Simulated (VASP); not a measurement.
Input of a VASP 6.6.1 run:

File INCAR:

```
  PREC = Accurate
  ENCUT = 600
  EDIFF = 1E-6
  ISMEAR = 0
  SIGMA = 0.1
  LREAL = False
  LASPH = True
  NELM = 100
  ALGO = Normal
  ISIF = 3
  LWAVE = False
  LCHARG = False
  GGA = PE
  IBRION = 2
  NSW = 100
  EDIFFG = -0.01
```

File KPOINTS:

```
Automatic mesh
0
Gamma
  10 10 10
```

Contents of POSCAR:

```
Te
1.0
    5.2110361986      0.0000000000      0.0000000000
    0.0000000000      5.2110361986      0.0000000000
    0.0000000000      0.0000000000      5.2110361986
Te
4
Direct
    0.8750000000      0.1250000000      0.6250000000
    0.3750000000      0.3750000000      0.3750000000
    0.1250000000      0.6250000000      0.8750000000
    0.6250000000      0.8750000000      0.1250000000
```

Potentials or basis: VASP PAW PBE potentials, release 64 (Te).

Run with:

```console
$ cat potpaw_PBE.64/Te/POTCAR > POTCAR
$ mpirun -np 1 vasp_std > vasp.out
```

(1) Predict the band gap on the k mesh.

(2) What does it give for the relaxed volume?

(3) What does it give for the space group after relaxing (to 0.05 Å)?

## Answers

(1) zero (band 12 reaches 6.12 eV, above the bottom of band 13 at 5.33 eV).

(2) 35.58 Å³/atom.

(3) P4_132 (No. 213).

Caveat: spin-orbit coupling is left out, which moves the levels of the heavy elements.
